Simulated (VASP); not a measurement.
# BN in VASP: a series of runs

The runs below take BN through single point, with PBE.

All numbers are computed with VASP 6.6.1; they aren't measurements. Logs are shortened: lines on timing, memory, paths and dates and some standing lists are left out, and cuts for length are marked.

**1. The cell of the first run**

The structure is cubic, space group F-43m (No. 216). Conventional cell: a = 3.915 Å, b = 3.915 Å, c = 3.915 Å, α = 90.00°, β = 90.00°, γ = 90.00°. Within 2.3 Å of B (site symmetry -43m) lie 4 N at 1.70 Å. N (site symmetry -43m) has 4 B at 1.70 Å within 2.3 Å.

**2. Single point, PBE (strain +0.080 along x and y, +0.080 along z)**

Contents of INCAR:

```
SYSTEM = BN
PREC = Accurate
ENCUT = 600
EDIFF = 1E-6
ISMEAR = 0
SIGMA = 0.05
LREAL = .False.
LASPH = .True.
NELM = 120
ALGO = Normal
ISIF = 2
LWAVE = .False.
LCHARG = .False.
GGA = PE
NBANDS = 11
GGA_COMPAT = .False.
```

Contents of KPOINTS:

```
regular mesh
0
Gamma
  12 12 12
  0 0 0
```

Contents of POSCAR:

```
BN
1.0
    0.0000000000      1.9573363945      1.9573363945
    1.9573363945      0.0000000000      1.9573363945
    1.9573363945      1.9573363945      0.0000000000
B N
1 1
Direct
    0.0000000000      0.0000000000      0.0000000000
    0.7500000000      0.7500000000      0.7500000000
```

Potentials or basis: VASP PAW PBE potentials, release 64 (B, N).

Started as:

```bash
cat potpaw_PBE.64/B/POTCAR potpaw_PBE.64/N/POTCAR > POTCAR
mpirun -np 1 vasp_std > vasp.out
```

OUTCAR:

```text
SYSTEM = BN
   PREC = Accurate
   ENCUT = 600
   EDIFF = 1E-6
   ISMEAR = 0
   LREAL = .False.
   LASPH = .True.
   NELM = 120
   ISIF = 2
   GGA = PE

 ion  position               nearest neighbor table
   1  0.000  0.000  0.000-   2 1.70   2 1.70   2 1.70   2 1.70
   2  0.750  0.750  0.750-   1 1.70   1 1.70   1 1.70   1 1.70

  LATTYP: Found a face centered cubic cell.
 ALAT       =     3.9146727890

  Lattice vectors:

 A1 = (   0.0000000000,   1.9573363945,   1.9573363945)
 A2 = (   1.9573363945,   0.0000000000,   1.9573363945)
 A3 = (   1.9573363945,   1.9573363945,   0.0000000000)

Analysis of symmetry for initial positions (statically):
=====================================================================
 Subroutine PRICEL returns:
 Original cell was already a primitive cell.

 Routine SETGRP: Setting up the symmetry group for a
 face centered cubic supercell.

 Subroutine GETGRP returns: Found 24 space group operations
 (whereof 24 operations were pure point group operations)
 out of a pool of 48 trial point group operations.

The static configuration has the point symmetry T_d .

Analysis of symmetry for dynamics (positions and initial velocities):
=====================================================================
 Subroutine PRICEL returns:
 Original cell was already a primitive cell.

 Routine SETGRP: Setting up the symmetry group for a
 face centered cubic supercell.

 Subroutine GETGRP returns: Found 24 space group operations
 (whereof 24 operations were pure point group operations)
 out of a pool of 48 trial point group operations.

The dynamic configuration has the point symmetry T_d .

 Subroutine INISYM returns: Found 24 space group operations
 (whereof 24 operations are pure point group operations),
 and found     1 'primitive' translations

----------------------------------------------------------------------------------------

                                     Primitive cell

  volume of cell :      14.9978

  direct lattice vectors                    reciprocal lattice vectors
     0.000000000  1.957336394  1.957336394    -0.255449192  0.255449192  0.255449192
     1.957336394  0.000000000  1.957336394     0.255449192 -0.255449192  0.255449192
     1.957336394  1.957336394  0.000000000     0.255449192  0.255449192 -0.255449192

  length of vectors
     2.768091675  2.768091675  2.768091675     0.442450979  0.442450979  0.442450979

  position of ions in fractional coordinates (direct lattice)
     0.000000000  0.000000000  0.000000000
     0.750000000  0.750000000  0.750000000

  ion indices of the primitive-cell ions
   primitive index   ion index
                 1           1
                 2           2

----------------------------------------------------------------------------------------

 KPOINTS: regular mesh

Automatic generation of k-mesh.
 Grid dimensions read from file:
 generate k-points for:   12   12   12

 Generating k-lattice:

  Cartesian coordinates                     Fractional coordinates (reciprocal lattice)
    -0.021287433  0.021287433  0.021287433     0.083333333  0.000000000  0.000000000
     0.021287433 -0.021287433  0.021287433     0.000000000  0.083333333  0.000000000
     0.021287433  0.021287433 -0.021287433     0.000000000  0.000000000  0.083333333

  Length of vectors
     0.036870915  0.036870915  0.036870915

  Shift w.r.t. Gamma in fractional coordinates (k-lattice)
     0.000000000  0.000000000  0.000000000

 Subroutine IBZKPT returns following result:
 ===========================================

 Found     72 irreducible k-points:

 Following reciprocal coordinates:
            Coordinates               Weight
  0.000000  0.000000  0.000000      1.000000
  0.083333  0.000000  0.000000      8.000000
  0.166667  0.000000  0.000000      8.000000
  0.250000  0.000000  0.000000      8.000000
  0.333333  0.000000  0.000000      8.000000
  0.416667  0.000000  0.000000      8.000000
[... 16 lines left out ...]
  0.500000  0.166667  0.000000     24.000000
 -0.416667  0.166667  0.000000     24.000000
 [... further k-points ...]
   k-points           NKPTS =     72   k-points in BZ     NKDIM =     72   number of bands    NBANDS=     11
   number of dos      NEDOS =    301   number of ions     NIONS =      2
   total plane-waves  NPLWV =  13824
   dimension x,y,z NGX =    24 NGY =   24 NGZ =   24
   dimension x,y,z NGXF=    48 NGYF=   48 NGZF=   48
   ions per type =               1   1
   NGX,Y,Z   is equivalent  to a cutoff of  14.41, 14.41, 14.41 a.u.
   NGXF,Y,Z  is equivalent  to a cutoff of  28.83, 28.83, 28.83 a.u.
 SYSTEM =  BN
   PREC   = accura    normal or accurate (medium, high low for compatibility)
   ISTART =      0    job   : 0-new  1-cont  2-samecut
   ICHARG =      2    charge: 1-file 2-atom 10-const
   ISPIN  =      1    spin polarized calculation?
   LNONCOLLINEAR =      F non collinear calculations
   LSORBIT =      F    spin-orbit coupling
   LASPH  =      T    aspherical Exc in radial PAW
   ENCUT  =  600.0 eV  44.10 Ry    6.64 a.u.   5.53  5.53  5.53*2*pi/ulx,y,z
   NELM   =    120;   NELMIN=  2; NELMDL= -5     # of ELM steps
   EDIFF  = 0.1E-05   stopping-criterion for ELM
   LREAL  =      F    real-space projection
   EDIFFG = 0.1E-04   stopping-criterion for IOM
   NSW    =      0    number of steps for IOM
   IBRION =     -1    ionic relax: 0-MD 1-quasi-New 2-CG
   NFREE  =      0    steps in history (QN), initial steepest desc. (CG)
   ISIF   =      2    stress and relaxation
   ISYM   =      2    0-nonsym 1-usesym 2-fastsym
   POTIM  = 0.5000    time-step for ionic-motion
   TEBEG  =    0.0;   TEEND  =   0.0 temperature during run
   PSTRESS=    0.0 pullay stress
   NELECT =       8.0000    total number of electrons
   NUPDOWN=      -1.0000    fix difference up-down
   EMIN   =  10.00;   EMAX   =-10.00  energy-range for DOS
   EFERMI =   0.00;   METHOD = LEGACY
   ISMEAR =     0;   SIGMA  =   0.05  broadening in eV -4-tet -1-fermi 0-gaus
   EFERMI_NEDOS =   21; number of points for ismear=-14 and -15
   IALGO  =     38    algorithm
   IMIX   =      4    mixing-type and parameters
     AMIX     =   0.40;   BMIX     =  1.00
     AMIX_MAG =   1.60;   BMIX_MAG =  1.00
  volume/ion in A,a.u.               =       7.50        50.60
  Fermi-wavevector in a.u.,A,eV,Ry     =   1.327688  2.508966 23.983743  1.762755
  Thomas-Fermi vector in A             =   2.456982
   LORBIT       =      0    0 simple, 1 ext, 2 COOP (PROOUT), +10 PAW based schemes
   GGA     = PE    functional components
   LHFCALC =     F    Hartree Fock is set to
   AEXX    =    0.0000 exact exchange contribution
   IVDW    =     0    specifies the selected vdW correction
   LEPSILON=     F    determine dielectric tensor
   LRPA    =     F    only Hartree local field effects (RPA)
 non-spin polarized calculation
 Gauss-broadening in eV      SIGMA  =   0.05
  energy-cutoff  :      600.00
  volume of cell :       15.00
 maximum number of plane-waves:       531
 NGX is ok and might be reduce to    24
   NGX = 11   NGY = 11   NGZ = 11

 number of electron       8.0000000 magnetization

 Free energy of the ion-electron system (eV)
  ---------------------------------------------------
  ext. energy  EPLUGINS =         0.00000000
  ---------------------------------------------------
  free energy    TOTEN  =       -16.81279642 eV

  energy without entropy =      -16.81279642  energy(sigma->0) =      -16.81279642

 E-fermi :   4.9745     XC(G=0): -11.6798

 val. band max:        4.7309372677   @ k =   0.0000   0.0000   0.0000
 cond. band min:       8.8964670950   @ k =   0.5000   0.5000   0.0000
 fundamental gap:      4.1655298273
 Fermi energy:         4.9744936704

 k-point     1 :       0.0000    0.0000    0.0000
  band No.  band energies     occupation
      1     -13.0355      2.00000
      2       4.7309      2.00000
      3       4.7309      2.00000
      4       4.7309      2.00000
      5      11.4699      0.00000
      6      12.4247      0.00000
      7      12.4247      0.00000
      8      12.4247      0.00000
      9      25.3221      0.00000
     10      29.7546      0.00000
     11      29.7546      0.00000

 k-point     2 :       0.0833    0.0000    0.0000
  band No.  band energies     occupation
      1     -12.8984      2.00000
      2       3.9296      2.00000
      3       4.5924      2.00000
      4       4.5924      2.00000
      5      11.6766      0.00000
      6      12.6335      0.00000
      7      12.6335      0.00000
      8      12.8784      0.00000
      9      25.4144      0.00000
     10      27.9254      0.00000
     11      27.9254      0.00000

 k-point     3 :       0.1667    0.0000    0.0000
  band No.  band energies     occupation
      1     -12.4947      2.00000
      2       2.1397      2.00000
      3       4.2509      2.00000
      4       4.2509      2.00000
      5      11.8301      0.00000
      6      13.1308      0.00000
      7      13.1308      0.00000
      8      14.1052      0.00000
      9      25.4910      0.00000
     10      26.6127      0.00000
     11      26.6127      0.00000

 k-point     4 :       0.2500    0.0000    0.0000
  band No.  band energies     occupation
      1     -11.8524      2.00000
      2       0.0885      2.00000
      3       3.8497      2.00000
      4       3.8497      2.00000
      5      11.9017      0.00000
      6      13.6418      0.00000
      7      13.6418      0.00000
      8      15.4508      0.00000
      9      25.2643      0.00000
     10      26.1919      0.00000
     11      26.1919      0.00000

 k-point     5 :       0.3333    0.0000    0.0000
  band No.  band energies     occupation
      1     -11.0420      2.00000
      2      -1.8481      2.00000
      3       3.5029      2.00000
      4       3.5029      2.00000
      5      11.9466      0.00000
      6      13.9624      0.00000
      7      13.9624      0.00000
      8      16.5679      0.00000
      9      25.0044      0.00000
     10      26.6710      0.00000
     11      26.6710      0.00000
[... 211 lines left out ...]
 k-point    21 :       0.3333    0.1667    0.0000
  band No.  band energies     occupation
      1     -11.1571      2.00000
      2      -0.4650      2.00000
      3       2.5819      2.00000
      4       2.6521      2.00000
      5      11.6277      0.00000
      6      14.0621      0.00000
      7      15.5139      0.00000
      8      15.6652      0.00000
      9      21.8995      0.00000
     10      26.9468      0.00000
     11      29.8535      0.00000

 k-point    22 :       0.4167    0.1667    0.0000
  band No.  band energies     occupation
      1     -10.3621      2.00000
      2      -2.1014      2.00000
      3       2.1199      2.00000
      4       2.4277      2.00000
      5      11.9601      0.00000
      6      14.3776      0.00000
      7      15.6532      0.00000
      8      16.2832      0.00000
      9      22.5375      0.00000
     10      26.7817      0.00000
     11      29.7992      0.00000

 k-point    23 :       0.5000    0.1667    0.0000
  band No.  band energies     occupation
      1      -9.6990      2.00000
      2      -3.2458      2.00000
      3       1.6492      2.00000
      4       2.4766      2.00000
      5      12.2577      0.00000
      6      14.4135      0.00000
      7      15.5175      0.00000
      8      17.1528      0.00000
      9      22.8652      0.00000
     10      26.8599      0.00000
     11      29.0281      0.00000

 k-point    24 :      -0.4167    0.1667    0.0000
  band No.  band energies     occupation
      1      -9.5835      2.00000
      2      -3.4263      2.00000
      3       1.3366      2.00000
      4       2.7182      2.00000
      5      12.5836      0.00000
      6      14.3595      0.00000
      7      15.2156      0.00000
      8      17.5028      0.00000
      9      23.1249      0.00000
     10      27.0894      0.00000
     11      27.3266      0.00000

 [... further k-points ...]

------------------------ aborting loop because EDIFF is reached ----------------------------------------

  FORCE on cell =-STRESS in cart. coord.  units (eV):
  Direction    XX          YY          ZZ          XY          YZ          ZX
  --------------------------------------------------------------------------------------
  -------------------------------------------------------------------------------------
  Total       -5.2365365     -5.2365365     -5.2365365      0.0000000      0.0000000      0.0000000
  in kB     -559.4075251   -559.4075251   -559.4075251      0.0000000      0.0000000      0.0000000
  external PRESSURE =    -559.4075251 kB  Pullay stress =       0.0000000 kB

 VOLUME and BASIS-vectors are now :
 -----------------------------------------------------------------------------
  energy-cutoff  :      600.00
  volume of cell :       15.00
      direct lattice vectors                 reciprocal lattice vectors
     0.000000000  1.957336394  1.957336394    -0.255449192  0.255449192  0.255449192
     1.957336394  0.000000000  1.957336394     0.255449192 -0.255449192  0.255449192
     1.957336394  1.957336394  0.000000000     0.255449192  0.255449192 -0.255449192

 POSITION                                       TOTAL-FORCE (eV/Angst)
 -----------------------------------------------------------------------------------
      0.00000      0.00000      0.00000        -0.000000     -0.000000      0.000000
      2.93600      2.93600      2.93600         0.000000      0.000000     -0.000000
 -----------------------------------------------------------------------------------
    total drift:                               -0.000000     -0.000000     -0.000000

  FREE ENERGIE OF THE ION-ELECTRON SYSTEM (eV)
  ---------------------------------------------------
  free  energy   TOTEN  =       -16.8127964166 eV

  energy  without entropy=      -16.8127964166  energy(sigma->0) =      -16.81279642
```

Wall time 6.3 s (1 thread of Intel Xeon Platinum 8488C (Sapphire Rapids), shared host); peak memory 0.13 GiB.

What came out:

```
Free energy            : -16.8128 eV
Pressure               : -55.9 GPa
Band gap on the k mesh : 4.17 eV, indirect (least direct gap 6.74 eV)
```

Levels at points of the mesh, in eV from the valence-band top:
| k point | band 1 | band 2 | band 3 | band 4 | band 5 | band 6 | band 7 | band 8 |
| --- | --- | --- | --- | --- | --- | --- | --- | --- |
| (0.00, 0.00, 0.00) | -17.77 | 0.00 | 0.00 | 0.00 | 6.74 | 7.69 | 7.69 | 7.69 |
| (0.50, 0.00, 0.00) | -14.60 | -8.71 | -1.54 | -1.54 | 7.25 | 9.38 | 9.38 | 12.82 |
| (0.50, 0.50, 0.00) | -13.54 | -7.53 | -3.85 | -3.85 | 4.17 | 7.83 | 14.53 | 14.53 |

Caveat: the cell differs from its parent crystal (strain +0.080 along x and y, +0.080 along z).

**3. Single point, PBE (strain -0.080 along x and y, -0.040 along z)**

Contents of INCAR:

```
SYSTEM = BN
ALGO = Normal ; EDIFF = 1E-6
ENCUT = 600 ; GGA = PE
GGA_COMPAT = .FALSE. ; ISIF = 2
ISMEAR = 0 ; LASPH = .TRUE.
LCHARG = .FALSE. ; LREAL = .FALSE.
LWAVE = .FALSE. ; NBANDS = 11
NELM = 120 ; PREC = Accurate
SIGMA = 0.05
```

Contents of KPOINTS:

```
k-points
0
G
  12 12 12
  0 0 0
```

Contents of POSCAR:

```
BN
1.0
    0.0000000000      1.6673606323      1.7398545729
    1.6673606323      0.0000000000      1.7398545729
    1.6673606323      1.6673606323      0.0000000000
B N
1 1
Direct
    0.0000000000      0.0000000000      0.0000000000
    0.7500000000      0.7500000000      0.7500000000
```

Potentials or basis: VASP PAW PBE potentials, release 64 (B, N).

Started as:

```bash
cat potpaw_PBE.64/B/POTCAR potpaw_PBE.64/N/POTCAR > POTCAR
mpirun -np 1 vasp_std > vasp.out
```

Run time: 11 s. Hardware: 1 thread of Intel Xeon Platinum 8488C (Sapphire Rapids), shared host; peak memory 0.13 GiB.

Results (log left out):

```yaml
Free_energy: -16.7478 eV
Pressure: 113.0 GPa
Band_gap_on_the_k_mesh: 4.19 eV, indirect (least direct gap 9.52 eV)
```

Stress tensor (GPa, compression positive):
```
124.09   0.00   0.00
  0.00 124.09   0.00
  0.00   0.00  90.86
```

Levels at points of the mesh, in eV from the valence-band top:
| k point | band 1 | band 2 | band 3 | band 4 | band 5 | band 6 | band 7 | band 8 | band 9 |
| --- | --- | --- | --- | --- | --- | --- | --- | --- | --- |
| (0.00, 0.00, 0.00) | -22.86 | -0.52 | 0.00 | 0.00 | 9.52 | 9.52 | 9.84 | 13.61 | 28.40 |
| (0.50, 0.00, 0.00) | -17.63 | -12.84 | -2.93 | -2.11 | 10.87 | 11.95 | 13.18 | 17.16 | 26.37 |
| (0.50, 0.50, 0.00) | -16.40 | -10.98 | -5.68 | -5.68 | 5.10 | 10.89 | 20.93 | 20.93 | 23.66 |
| (0.50, 0.00, 0.50) | -15.76 | -10.28 | -6.38 | -6.35 | 4.19 | 9.81 | 20.54 | 21.39 | 24.68 |

Caveat: the cell differs from its parent crystal (strain -0.080 along x and y, -0.040 along z).

[end of part 1 of 2]
